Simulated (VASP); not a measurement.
# TiH (Fm-3m) in VASP: a series of runs, part 3 of 3

VASP 6.6.1.

### 6 Relaxation of cell and atoms, LDA, target pressure 40 GPa, at which the enthalpy is minimised

This run uses another cell than the first one, of 9.13 Å³/atom, 1.059 times its volume.

Contents of INCAR:

```
ALGO = Normal ; EDIFF = 1E-6
EDIFFG = -0.02 ; ENCUT = 600
IBRION = 2 ; ISIF = 3
ISMEAR = 1 ; LASPH = T
LCHARG = F ; LREAL = F
LWAVE = F ; NELM = 80
NSW = 60 ; PREC = Accurate
PSTRESS = 400.0 ; SIGMA = 0.05
```

Contents of KPOINTS:

```
k-points
0
Gamma
  7 7 7
```

Contents of POSCAR:

```
TiH
1.0
    0.0000000000      2.0896970000      2.0896970000
    2.0896970000      0.0000000000      2.0896970000
    2.0896970000      2.0896970000      0.0000000000
Ti H
1 1
Direct
    0.0000000000      0.0000000000      0.0000000000
    0.5000000000      0.5000000000      0.5000000000
```

Potentials or basis: VASP PAW LDA potentials, release 64 (Ti_sv, H).

Command:

```sh
$ cat potpaw_LDA.64/Ti_sv/POTCAR potpaw_LDA.64/H/POTCAR > POTCAR
$ mpirun -np 1 vasp_std > vasp.out
```

Run time: 6.1 s. Hardware: 1 thread of Intel Xeon 6975P-C (Granite Rapids), shared host; peak memory 0.14 GiB.

Results (log left out):

```
Free energy                                            : -12.5586 eV
Relaxed volume                                         : 7.19 Å³/atom
Relaxed cell                                           : a = 2.729 Å, b = 2.729 Å, c = 2.729 Å, α = 60.00°, β = 60.00°, γ = 60.00°
Space group after relaxing (to 0.05 Å)                 : Fm-3m (No. 225)
Energy change on relaxing (the enthalpy is what falls) : +143.9 meV/atom
Ionic steps                                            : 4
Pressure after relaxing                                : 40.3 GPa
```

Step by step:
| step | energy change (eV) | largest force (eV/Å) | pressure (GPa) | volume (Å³) |
| --- | --- | --- | --- | --- |
| 1 | 0.0000 | 0.0000 | -7.32 | 18.25 |
| 2 | 1.3282 | 0.0000 | 109.45 | 12.02 |
| 3 | 0.2705 | 0.0000 | 38.88 | 14.45 |
| 4 | 0.2878 | 0.0000 | 40.25 | 14.37 |

Final structure:
```
CELL_PARAMETERS angstrom
0.00000 1.92986 1.92986
1.92986 0.00000 1.92986
1.92986 1.92986 0.00000
ATOMIC_POSITIONS crystal
Ti 0.00000 0.00000 0.00000
H 0.50000 0.50000 0.50000
```

Levels at points of the mesh, in eV from the Fermi level:
```
           k point  band 3  band 4  band 5  band 6  band 7  band 8  band 9  band 10
(0.00, 0.00, 0.00)  -31.70  -31.70  -10.47    0.67    0.67    0.67    2.69     2.69
```

Caveat: the k points lie up to 0.40 Å⁻¹ apart in the final cell; the cell is relaxed towards a set pressure, so the enthalpy falls and the energy may rise; the volume moved by over 15 % at a fixed basis, so the end points are rough.

### 7 Relaxation of cell and atoms, LDA, target pressure 60 GPa, at which the enthalpy is minimised

This run uses another cell than the first one, of 9.13 Å³/atom, 1.059 times its volume.

Contents of INCAR:

```
SYSTEM = TiH
  ALGO = Normal
  EDIFF = 1E-7
  EDIFFG = -0.02
  ENCUT = 600
  IBRION = 2
  ISIF = 3
  ISMEAR = 1
  LASPH = .TRUE.
  LCHARG = .FALSE.
  LREAL = .FALSE.
  LWAVE = .FALSE.
  NELM = 100
  NSW = 60
  PREC = Accurate
  PSTRESS = 600.0
  SIGMA = 0.05
```

Contents of KPOINTS:

```
k-points
0
G
  7 7 7
  0 0 0
```

POSCAR is that of step 6.

Potentials or basis: VASP PAW LDA potentials, release 64 (Ti_sv, H).

Command:

```sh
$ cat potpaw_LDA.64/Ti_sv/POTCAR potpaw_LDA.64/H/POTCAR > POTCAR
$ mpirun -np 1 vasp_std > vasp.out
```

OUTCAR:

```text
SYSTEM = TiH
   EDIFF = 1E-7
   EDIFFG = -0.02
   ENCUT = 600
   IBRION = 2
   ISIF = 3
   ISMEAR = 1
   LASPH = .TRUE.
   LREAL = .FALSE.
   NELM = 100
   NSW = 60
   PREC = Accurate
   PSTRESS = 600.0

 ion  position               nearest neighbor table
   1  0.000  0.000  0.000-
   2  0.500  0.500  0.500-

  LATTYP: Found a face centered cubic cell.
 ALAT       =     4.1793940000

  Lattice vectors:

 A1 = (   0.0000000000,   2.0896970000,   2.0896970000)
 A2 = (   2.0896970000,   0.0000000000,   2.0896970000)
 A3 = (   2.0896970000,   2.0896970000,   0.0000000000)

Analysis of symmetry for initial positions (statically):
=====================================================================
 Subroutine PRICEL returns:
 Original cell was already a primitive cell.

 Routine SETGRP: Setting up the symmetry group for a
 face centered cubic supercell.

 Subroutine GETGRP returns: Found 48 space group operations
 (whereof 48 operations were pure point group operations)
 out of a pool of 48 trial point group operations.

The static configuration has the point symmetry O_h .

Analysis of symmetry for dynamics (positions and initial velocities):
=====================================================================
 Subroutine PRICEL returns:
 Original cell was already a primitive cell.

 Routine SETGRP: Setting up the symmetry group for a
 face centered cubic supercell.
[... 136 lines left out ...]
 maximum number of plane-waves:       620
   NGX = 11   NGY = 11   NGZ = 11

--------------------------------------- Ionic step        1  -------------------------------------------

 number of electron      12.9999996 magnetization

 Free energy of the ion-electron system (eV)
  ---------------------------------------------------
  ext. energy  EPLUGINS =         0.00000000
  ---------------------------------------------------
  free energy    TOTEN  =       -12.84635654 eV

  energy without entropy =      -12.84397201  energy(sigma->0) =      -12.84556169

 E-fermi :   8.5913     XC(G=0): -12.2013

 val. band max:        8.5870108395   @ k =   0.4286   0.2857   0.0000
 cond. band min:       8.6040611790   @ k =  -0.4286   0.4286   0.1429
 fundamental gap:      0.0170503395
 Fermi energy:         8.5913310858

 k-point     1 :       0.0000    0.0000    0.0000
  band No.  band energies     occupation
      1     -47.4827      2.00000
      2     -23.7926      2.00000
      3     -23.7926      2.00000
      4     -23.7926      2.00000
      5      -0.8322      2.00000
      6       9.2125     -0.00000
      7       9.2125     -0.00000
      8       9.2125     -0.00000
      9      10.6520      0.00000
     10      10.6520      0.00000
[... 472 lines left out ...]
--------------------------------------- Ionic step        7  -------------------------------------------

 number of electron      12.9999999 magnetization

 Free energy of the ion-electron system (eV)
  ---------------------------------------------------
  ext. energy  EPLUGINS =         0.00000000
  ---------------------------------------------------
  free energy    TOTEN  =       -12.28882651 eV

  energy without entropy =      -12.28862056  energy(sigma->0) =      -12.28875786

 E-fermi :  12.3298     XC(G=0): -13.7288

 val. band max:       12.3021185083   @ k =  -0.4286   0.1429   0.0000
 cond. band min:      12.3472745906   @ k =   0.1429   0.0000   0.0000
 fundamental gap:      0.0451560823
 Fermi energy:        12.3298013845

 k-point     1 :       0.0000    0.0000    0.0000
  band No.  band energies     occupation
      1     -43.4374      2.00000
      2     -19.2113      2.00000
      3     -19.2113      2.00000
      4     -19.2113      2.00000
      5       1.5935      2.00000
      6      12.9606     -0.00000
      7      12.9606     -0.00000
      8      12.9606     -0.00000
      9      15.1588      0.00000
     10      15.1588      0.00000
[... 278 lines left out ...]
  energy  without entropy=      -12.2886205567  energy(sigma->0) =      -12.28875786

  enthalpy is  TOTEN    =        -7.2310659748 eV   P V=        5.0577605365

 reached required accuracy - stopping structural energy minimisation
```

OSZICAR:

```text
N       E                     dE             d eps       ncg     rms          rms(c)
DAV:   1     0.860516604354E+02    0.86052E+02   -0.77506E+03   400   0.162E+03
DAV:   2    -0.985363479958E+01   -0.95905E+02   -0.94370E+02   406   0.357E+02
DAV:   3    -0.143591795943E+02   -0.45055E+01   -0.44700E+01   598   0.810E+01
[... 80 lines left out ...]
DAV:   4    -0.122888143991E+02   -0.13664E-04   -0.41762E-05   534   0.524E-02    0.884E-03
DAV:   5    -0.122888243813E+02   -0.99822E-05   -0.17232E-05   522   0.288E-02    0.710E-03
DAV:   6    -0.122888261986E+02   -0.18173E-05   -0.34488E-06   520   0.165E-02    0.265E-03
DAV:   7    -0.122888264865E+02   -0.28791E-06   -0.47586E-07   444   0.687E-03    0.404E-04
DAV:   8    -0.122888265112E+02   -0.24697E-07   -0.45689E-08   208   0.184E-03
   7 F= -.72310660E+01 E0= -.72309973E+01  d E =-.544634E-04
```

Wall time 11 s (1 thread of Intel Xeon 6975P-C (Granite Rapids), shared host); peak memory 0.14 GiB.

Results:

| Item | Value |
| --- | --- |
| Free energy | -12.2888 eV |
| Relaxed volume | 6.75 Å³/atom |
| Relaxed cell | a = 2.673 Å, b = 2.673 Å, c = 2.673 Å, α = 60.00°, β = 60.00°, γ = 60.00° |
| Space group after relaxing (to 0.05 Å) | Fm-3m (No. 225) |
| Energy change on relaxing (the enthalpy is what falls) | +278.8 meV/atom |
| Ionic steps | 7 |
| Pressure after relaxing | 60.0 GPa |

The path:
| step | energy change (eV) | largest force (eV/Å) | pressure (GPa) | volume (Å³) |
| --- | --- | --- | --- | --- |
| 1 | 0.0000 | 0.0000 | -7.35 | 18.25 |
| 2 | 3.5653 | 0.0000 | 242.56 | 9.88 |
| 3 | 0.4685 | 0.0000 | 53.84 | 13.76 |
| 4 | 0.5360 | 0.0000 | 58.50 | 13.56 |
| 5 | 0.5674 | 0.0000 | 60.67 | 13.48 |
| 6 | 0.5488 | 0.0000 | 59.40 | 13.53 |
| 7 | 0.5575 | 0.0000 | 59.99 | 13.51 |

Final structure:
```
Ti H
1.0
     0.00000    1.89015    1.89015
     1.89015    0.00000    1.89015
     1.89015    1.89015    0.00000
Ti H
1 1
Direct
  0.00000 0.00000 0.00000
  0.50000 0.50000 0.50000
```

Levels at points of the mesh, in eV from the Fermi level:
```tsv
k point	band 4	band 5	band 6	band 7	band 8	band 9
(0.00, 0.00, 0.00)	-31.54	-10.74	0.63	0.63	0.63	2.83
```

Caveat: the k points lie up to 0.41 Å⁻¹ apart in the final cell; the cell is relaxed towards a set pressure, so the enthalpy falls and the energy may rise; the volume moved by over 15 % at a fixed basis, so the end points are rough.

### 8 The runs side by side

| task | cell | cutoff (eV) | gap on the mesh (eV) | pressure (GPa) |
| --- | --- | --- | --- | --- |
| single point | a = 2.899 Å, angles 60.0°, 2 atoms | 520 | none | -0.1 |
| single point | a = 2.801 Å, angles 60.0°, 2 atoms | 520 | none | 20.2 |
| relaxation of cell and atoms | relaxed from a = 2.955 Å, angles 60.0°, 2 atoms | 600 | none | 0.0 |
| relaxation of cell and atoms | relaxed to 20 GPa from a = 2.955 Å, angles 60.0°, 2 atoms | 600 | none | 20.2 |
| relaxation of cell and atoms | relaxed to 40 GPa from a = 2.955 Å, angles 60.0°, 2 atoms | 600 | none | 40.3 |
| relaxation of cell and atoms | relaxed to 60 GPa from a = 2.955 Å, angles 60.0°, 2 atoms | 600 | none | 60.0 |

Alike in all rows: level LDA; potentials or basis VASP PAW LDA potentials, release 64 (Ti_sv, H); no spin polarisation; k mesh 7 × 7 × 7; smearing methfessel-paxton 0.05 eV.

Caveats: all runs use coarse meshes; the cell is relaxed towards a set pressure, so the enthalpy falls and the energy may rise (some runs); the volume moved by over 15 % at a fixed basis, so the end points are rough (some runs).

Absolute energies hang on the potentials; compare differences alone.
